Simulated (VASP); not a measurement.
# NbCd3 (Pm-3m) in VASP: further runs

Runs on NbCd3. Level: PBE. Tasks: electric field gradients, single point.

Program: VASP 6.6.1. These are calculated values, not measurements. Logs are shortened: lines on timing, memory, paths and dates and some standing lists are left out, and cuts for length are marked.

### Step 1. The cell of the first run

It takes space group Pm-3m (No. 221, cubic). Conventional cell: a = 4.215 Å, b = 4.215 Å, c = 4.215 Å, α = 90.00°, β = 90.00°, γ = 90.00°. Nb (site symmetry m-3m) has 12 Cd at 2.98 Å within 3.9 Å. Cd (site symmetry 4/mmm) has 4 Nb at 2.98 Å and 8 Cd at 2.98 Å within 3.9 Å.

### Step 2. Electric field gradients, PBE

Input file INCAR:

```
PREC = Accurate
ENCUT = 520
EDIFF = 1E-8
ISMEAR = -1
SIGMA = 0.08
LREAL = F
LASPH = T
NELM = 80
ALGO = Normal
ISIF = 2
LWAVE = F
LCHARG = F
GGA = PE
LEFG = T
NBANDS = 32
```

Input file KPOINTS:

```
Automatic mesh
0
Gamma
  9 9 9
```

Input file POSCAR:

```
NbCd3
1.0
    4.2150000000      0.0000000000      0.0000000000
    0.0000000000      4.2150000000      0.0000000000
    0.0000000000      0.0000000000      4.2150000000
Nb Cd
1 3
Direct
    0.0000000000      0.0000000000      0.0000000000
    0.0000000000      0.5000000000      0.5000000000
    0.5000000000      0.0000000000      0.5000000000
    0.5000000000      0.5000000000      0.0000000000
```

Potentials or basis: VASP PAW PBE potentials, release 64 (Nb_sv, Cd).

Run with:

```sh
> cat potpaw_PBE.64/Nb_sv/POTCAR potpaw_PBE.64/Cd/POTCAR > POTCAR
> mpirun -np 1 vasp_std > vasp.out
```

OUTCAR:

```text
PREC = Accurate
   ENCUT = 520
   EDIFF = 1E-8
   ISMEAR = -1
   LREAL = F
   LASPH = T
   NELM = 80
   ISIF = 2
   GGA = PE

 ion  position               nearest neighbor table
   1  0.000  0.000  0.000-   2 2.98   3 2.98   4 2.98   2 2.98   3 2.98   2 2.98   4 2.98   2 2.98
                             3 2.98   4 2.98   3 2.98   4 2.98
   2  0.000  0.500  0.500-   1 2.98   3 2.98   4 2.98   1 2.98   4 2.98   1 2.98   3 2.98   1 2.98
                             3 2.98   4 2.98   4 2.98   3 2.98
   3  0.500  0.000  0.500-   1 2.98   2 2.98   4 2.98   1 2.98   4 2.98   2 2.98   4 2.98   4 2.98
                             1 2.98   2 2.98   1 2.98   2 2.98
   4  0.500  0.500  0.000-   1 2.98   2 2.98   3 2.98   2 2.98   3 2.98   1 2.98   3 2.98   3 2.98
                             1 2.98   2 2.98   2 2.98   1 2.98

  LATTYP: Found a simple cubic cell.
 ALAT       =     4.2150000000

  Lattice vectors:

 A1 = (   4.2150000000,   0.0000000000,   0.0000000000)
 A2 = (   0.0000000000,   4.2150000000,   0.0000000000)
 A3 = (   0.0000000000,   0.0000000000,   4.2150000000)

Analysis of symmetry for initial positions (statically):
=====================================================================
 Subroutine PRICEL returns:
 Original cell was already a primitive cell.

 Routine SETGRP: Setting up the symmetry group for a
 simple cubic supercell.

 Subroutine GETGRP returns: Found 48 space group operations
 (whereof 48 operations were pure point group operations)
 out of a pool of 48 trial point group operations.

The static configuration has the point symmetry O_h .

Analysis of symmetry for dynamics (positions and initial velocities):
=====================================================================
 Subroutine PRICEL returns:
 Original cell was already a primitive cell.

 Routine SETGRP: Setting up the symmetry group for a
 simple cubic supercell.

 Subroutine GETGRP returns: Found 48 space group operations
 (whereof 48 operations were pure point group operations)
 out of a pool of 48 trial point group operations.

The dynamic configuration has the point symmetry O_h .

 Subroutine INISYM returns: Found 48 space group operations
 (whereof 48 operations are pure point group operations),
 and found     1 'primitive' translations

----------------------------------------------------------------------------------------

                                     Primitive cell

  volume of cell :      74.8846

  direct lattice vectors                    reciprocal lattice vectors
     4.215000000  0.000000000  0.000000000     0.237247924  0.000000000  0.000000000
     0.000000000  4.215000000  0.000000000     0.000000000  0.237247924  0.000000000
     0.000000000  0.000000000  4.215000000     0.000000000  0.000000000  0.237247924

  length of vectors
     4.215000000  4.215000000  4.215000000     0.237247924  0.237247924  0.237247924

  position of ions in fractional coordinates (direct lattice)
     0.000000000  0.000000000  0.000000000
     0.000000000  0.500000000  0.500000000
     0.500000000  0.000000000  0.500000000
     0.500000000  0.500000000  0.000000000

  ion indices of the primitive-cell ions
   primitive index   ion index
                 1           1
                 2           2
                 3           3
                 4           4

----------------------------------------------------------------------------------------

 KPOINTS: Automatic mesh

Automatic generation of k-mesh.
 Grid dimensions read from file:
 generate k-points for:    9    9    9

 Generating k-lattice:

  Cartesian coordinates                     Fractional coordinates (reciprocal lattice)
     0.026360880  0.000000000  0.000000000     0.111111111  0.000000000  0.000000000
     0.000000000  0.026360880  0.000000000     0.000000000  0.111111111  0.000000000
     0.000000000  0.000000000  0.026360880     0.000000000  0.000000000  0.111111111

  Length of vectors
     0.026360880  0.026360880  0.026360880

  Shift w.r.t. Gamma in fractional coordinates (k-lattice)
     0.000000000  0.000000000  0.000000000

 Subroutine IBZKPT returns following result:
 ===========================================

 Found     35 irreducible k-points:

 Following reciprocal coordinates:
            Coordinates               Weight
  0.000000  0.000000  0.000000      1.000000
  0.111111  0.000000  0.000000      6.000000
  0.222222  0.000000  0.000000      6.000000
  0.333333  0.000000  0.000000      6.000000
  0.444444  0.000000  0.000000      6.000000
  0.111111  0.111111  0.000000     12.000000
[... 16 lines left out ...]
  0.333333  0.333333  0.111111     24.000000
  0.444444  0.333333  0.111111     48.000000
 [... further k-points ...]
   k-points           NKPTS =     35   k-points in BZ     NKDIM =     35   number of bands    NBANDS=     32
   number of dos      NEDOS =    301   number of ions     NIONS =      4
   total plane-waves  NPLWV =  32768
   dimension x,y,z NGX =    32 NGY =   32 NGZ =   32
   dimension x,y,z NGXF=    64 NGYF=   64 NGZF=   64
   ions per type =               1   3
   NGX,Y,Z   is equivalent  to a cutoff of  12.62, 12.62, 12.62 a.u.
   NGXF,Y,Z  is equivalent  to a cutoff of  25.24, 25.24, 25.24 a.u.
 SYSTEM =  unknown system
   PREC   = accura    normal or accurate (medium, high low for compatibility)
   ISTART =      0    job   : 0-new  1-cont  2-samecut
   ICHARG =      2    charge: 1-file 2-atom 10-const
   ISPIN  =      1    spin polarized calculation?
   LNONCOLLINEAR =      F non collinear calculations
   LSORBIT =      F    spin-orbit coupling
   LASPH  =      T    aspherical Exc in radial PAW
   ENCUT  =  520.0 eV  38.22 Ry    6.18 a.u.   7.84  7.84  7.84*2*pi/ulx,y,z
   NELM   =     80;   NELMIN=  2; NELMDL= -5     # of ELM steps
   EDIFF  = 0.1E-07   stopping-criterion for ELM
   LREAL  =      F    real-space projection
   EDIFFG = 0.1E-06   stopping-criterion for IOM
   NSW    =      0    number of steps for IOM
   IBRION =     -1    ionic relax: 0-MD 1-quasi-New 2-CG
   NFREE  =      0    steps in history (QN), initial steepest desc. (CG)
   ISIF   =      2    stress and relaxation
   ISYM   =      2    0-nonsym 1-usesym 2-fastsym
   POTIM  = 0.5000    time-step for ionic-motion
   TEBEG  =    0.0;   TEEND  =   0.0 temperature during run
   PSTRESS=    0.0 pullay stress
   NELECT =      49.0000    total number of electrons
   NUPDOWN=      -1.0000    fix difference up-down
   EMIN   =  10.00;   EMAX   =-10.00  energy-range for DOS
   EFERMI =   0.00;   METHOD = LEGACY
   ISMEAR =    -1;   SIGMA  =   0.08  broadening in eV -4-tet -1-fermi 0-gaus
   EFERMI_NEDOS =   21; number of points for ismear=-14 and -15
   IALGO  =     38    algorithm
   IMIX   =      4    mixing-type and parameters
     AMIX     =   0.40;   BMIX     =  1.00
     AMIX_MAG =   1.60;   BMIX_MAG =  1.00
  volume/ion in A,a.u.               =      18.72       126.34
  Fermi-wavevector in a.u.,A,eV,Ry     =   1.421268  2.685807 27.483802  2.020002
  Thomas-Fermi vector in A             =   2.542096
   LORBIT       =      0    0 simple, 1 ext, 2 COOP (PROOUT), +10 PAW based schemes
   GGA     = PE    functional components
   LHFCALC =     F    Hartree Fock is set to
   AEXX    =    0.0000 exact exchange contribution
   IVDW    =     0    specifies the selected vdW correction
   LEPSILON=     F    determine dielectric tensor
   LRPA    =     F    only Hartree local field effects (RPA)
 non-spin polarized calculation
  energy-cutoff  :      520.00
  volume of cell :       74.88
 maximum number of plane-waves:      2029
 NGX is ok and might be reduce to    32
   NGX = 15   NGY = 15   NGZ = 15

 number of electron      49.0000040 magnetization

 Free energy of the ion-electron system (eV)
  ---------------------------------------------------
  ext. energy  EPLUGINS =         0.00000000
  ---------------------------------------------------
  free energy    TOTEN  =       -11.77576349 eV

  energy without entropy =      -11.74259825  energy(sigma->0) =      -11.75918087

 E-fermi :   5.2653     XC(G=0): -11.9541

 val. band max:        5.2162519331   @ k =   0.4444   0.3333   0.0000
 cond. band min:       5.2680669018   @ k =   0.1111   0.0000   0.0000
 fundamental gap:      0.0518149687
 Fermi energy:         5.2653129339

 k-point     1 :       0.0000    0.0000    0.0000
  band No.  band energies     occupation
      1     -49.6160      2.00000
      2     -25.6840      2.00000
      3     -25.6840      2.00000
      4     -25.6840      2.00000
      5      -4.4642      2.00000
      6      -4.2320      2.00000
[... 24 lines left out ...]
     31      11.2404      0.00000
     32      12.9242      0.00000

 k-point     2 :       0.1111    0.0000    0.0000
  band No.  band energies     occupation
      1     -49.6159      2.00000
      2     -25.6867      2.00000
      3     -25.6841      2.00000
      4     -25.6841      2.00000
      5      -4.4188      2.00000
      6      -4.2145      2.00000
[... 24 lines left out ...]
     31      11.7938      0.00000
     32      13.0038      0.00000

 k-point     3 :       0.2222    0.0000    0.0000
  band No.  band energies     occupation
      1     -49.6157      2.00000
      2     -25.6936      2.00000
      3     -25.6844      2.00000
      4     -25.6844      2.00000
      5      -4.2941      2.00000
      6      -4.1671      2.00000
[... 24 lines left out ...]
     31      12.7970      0.00000
     32      12.7970      0.00000

 k-point     4 :       0.3333    0.0000    0.0000
  band No.  band energies     occupation
      1     -49.6154      2.00000
      2     -25.7014      2.00000
      3     -25.6848      2.00000
      4     -25.6848      2.00000
      5      -4.1252      2.00000
      6      -4.1058      2.00000
[... 654 lines left out ...]
     31      12.0224      0.00000
     32      13.4252      0.00000

 k-point    23 :       0.3333    0.3333    0.1111
  band No.  band energies     occupation
      1     -49.6149      2.00000
      2     -25.7000      2.00000
      3     -25.6981      2.00000
      4     -25.6872      2.00000
      5      -4.0064      2.00000
      6      -3.8480      2.00000
[... 24 lines left out ...]
     31      11.6268      0.00000
     32      12.2199      0.00000

 k-point    24 :       0.4444    0.3333    0.1111
  band No.  band energies     occupation
      1     -49.6148      2.00000
      2     -25.7032      2.00000
      3     -25.6985      2.00000
      4     -25.6873      2.00000
      5      -3.9187      2.00000
      6      -3.7876      2.00000
[... 24 lines left out ...]
     31      11.9072      0.00000
     32      12.7908      0.00000

 [... further k-points ...]
[... 5 lines left out ...]
  --------------------------------------------------------------------------------------
  -------------------------------------------------------------------------------------
  Total        3.6192589      3.6192589      3.6192589     -0.0000000     -0.0000000      0.0000000
  in kB       77.4350355     77.4350355     77.4350355     -0.0000000     -0.0000000      0.0000000
  external PRESSURE =      77.4350355 kB  Pullay stress =       0.0000000 kB

 VOLUME and BASIS-vectors are now :
 -----------------------------------------------------------------------------
  energy-cutoff  :      520.00
  volume of cell :       74.88
      direct lattice vectors                 reciprocal lattice vectors
     4.215000000  0.000000000  0.000000000     0.237247924  0.000000000  0.000000000
     0.000000000  4.215000000  0.000000000     0.000000000  0.237247924  0.000000000
     0.000000000  0.000000000  4.215000000     0.000000000  0.000000000  0.237247924

 POSITION                                       TOTAL-FORCE (eV/Angst)
 -----------------------------------------------------------------------------------
      0.00000      0.00000      0.00000         0.000000      0.000000      0.000000
      0.00000      2.10750      2.10750         0.000000      0.000000      0.000000
      2.10750      0.00000      2.10750         0.000000      0.000000      0.000000
      2.10750      2.10750      0.00000         0.000000      0.000000      0.000000
 -----------------------------------------------------------------------------------
    total drift:                                0.000000     -0.000000     -0.000000

  FREE ENERGIE OF THE ION-ELECTRON SYSTEM (eV)
  ---------------------------------------------------
  free  energy   TOTEN  =       -11.7757634902 eV

  energy  without entropy=      -11.7425982532  energy(sigma->0) =      -11.75918087

 Electric field gradients (V/A^2)
---------------------------------------------------------------------
 ion       V_xx      V_yy      V_zz      V_xy      V_xz      V_yz
---------------------------------------------------------------------
   1      -0.000     0.000    -0.000     0.000     0.000    -0.000
   2     110.106   -55.053   -55.053     0.000     0.000     0.000
   3     -55.053   110.106   -55.053     0.000     0.000     0.000
   4     -55.053   -55.053   110.106     0.000     0.000     0.000
---------------------------------------------------------------------

 Electric field gradients after diagonalization (V/A^2)
 (convention: |V_zz| > |V_xx| > |V_yy|)
----------------------------------------------------------------------
 ion       V_xx      V_yy      V_zz     asymmetry (V_yy - V_xx)/ V_zz
----------------------------------------------------------------------
   1       0.000    -0.000    -0.000       0.299
   2     -55.053   -55.053   110.106       0.000
   3     -55.053   -55.053   110.106       0.000
   4     -55.053   -55.053   110.106       0.000
----------------------------------------------------------------------

           NMR quadrupolar parameters

 Cq : quadrupolar parameter    Cq=e*Q*V_zz/h
 eta: asymmetry parameters     (V_yy - V_xx)/ V_zz
 Q  : nuclear electric quadrupole moment in mb (millibarn)
----------------------------------------------------------------------
 ion       Cq(MHz)       eta       Q (mb)
----------------------------------------------------------------------
   1      -0.000       0.299       1.000
   2       0.266       0.000       1.000
   3       0.266       0.000       1.000
   4       0.266       0.000       1.000
----------------------------------------------------------------------
```

Wall time 88 s (1 thread of Oxide Virtual Turin-like, shared host); peak memory 0.18 GiB.

What came out:

| Property | Result |
| --- | --- |
| Free energy | -11.7758 eV |
| Pressure | 7.7 GPa |
| Band gap on the k mesh | zero (an odd number of electrons rules out a gap without spin polarisation) |
| Largest electric field gradient by atom | Nb +0.0; Cd +110.1 V/Å² |

Electric field gradients, principal values (V/Å²):
| atom | least | middle | greatest (by size) |
| --- | --- | --- | --- |
| 1 Nb | 0.000 | 0.000 | 0.000 |
| 2 Cd | -55.053 | -55.053 | 110.106 |
| 3 Cd | -55.053 | -55.053 | 110.106 |
| 4 Cd | -55.053 | -55.053 | 110.106 |

Caveat: the cell stands under pressure; without QUAD_EFG the Cq values of the log hold for a quadrupole moment of 1 mb, not for the nuclei.

### Step 3. Single point, PBE

POSCAR is that of step 2.

Input file INCAR.step1:

```
SYSTEM = NbCd3
PREC = Accurate
ENCUT = 520
EDIFF = 1E-7
ISMEAR = -1
SIGMA = 0.08
LREAL = .False.
LASPH = .True.
NELM = 80
ALGO = Normal
ISIF = 2
LWAVE = .False.
LCHARG = .True.
LMAXMIX = 4
GGA = PE
NBANDS = 32
```

Input file KPOINTS.step1:

```
regular mesh
0
Gamma
  9 9 9
  0 0 0
```

Input file INCAR.step2:

```
SYSTEM = NbCd3
PREC = Accurate
ENCUT = 520
EDIFF = 1E-7
ISMEAR = -5
SIGMA = 0.08
LREAL = .False.
LASPH = .True.
NELM = 80
ALGO = Normal
ISIF = 2
LWAVE = .False.
LCHARG = .False.
LMAXMIX = 4
GGA = PE
LORBIT = 11
NBANDS = 32
NEDOS = 2001
ICHARG = 11
```

Input file KPOINTS.step2:

```
regular mesh
0
Gamma
  14 14 14
  0 0 0
```

Potentials or basis: VASP PAW PBE potentials, release 64 (Nb_sv, Cd).

Run with:

```sh
> cat potpaw_PBE.64/Nb_sv/POTCAR potpaw_PBE.64/Cd/POTCAR > POTCAR
> cp INCAR.step1 INCAR
> cp KPOINTS.step1 KPOINTS
> mpirun -np 1 vasp_std > vasp.out
> cp INCAR.step2 INCAR
> cp KPOINTS.step2 KPOINTS
> mpirun -np 1 vasp_std > vasp.out
```

It took 3.8 min on 1 thread of Oxide Virtual Turin-like, shared host; peak memory 0.32 GiB.

It converged, with:

* Valence electrons inside the program's atomic spheres: Nb 10.58; Cd 10.44

Levels at points of the mesh, in eV from the Fermi level:
| k point | band 22 | band 23 | band 24 | band 25 | band 26 | band 27 |
| --- | --- | --- | --- | --- | --- | --- |
| (0.00, 0.00, 0.00) | -0.92 | 0.23 | 0.23 | 0.23 | 1.28 | 1.28 |
| (0.50, 0.00, 0.00) | -0.89 | -0.89 | -0.80 | 1.07 | 1.20 | 3.32 |
| (0.50, 0.50, 0.00) | -3.17 | -3.17 | -0.32 | -0.32 | 1.17 | 1.87 |
| (0.50, 0.50, 0.50) | -2.40 | -2.36 | -1.19 | -1.19 | -1.19 | 1.56 |

The gap in the log of VASP goes by the Fermi energy; the results here count the filled bands.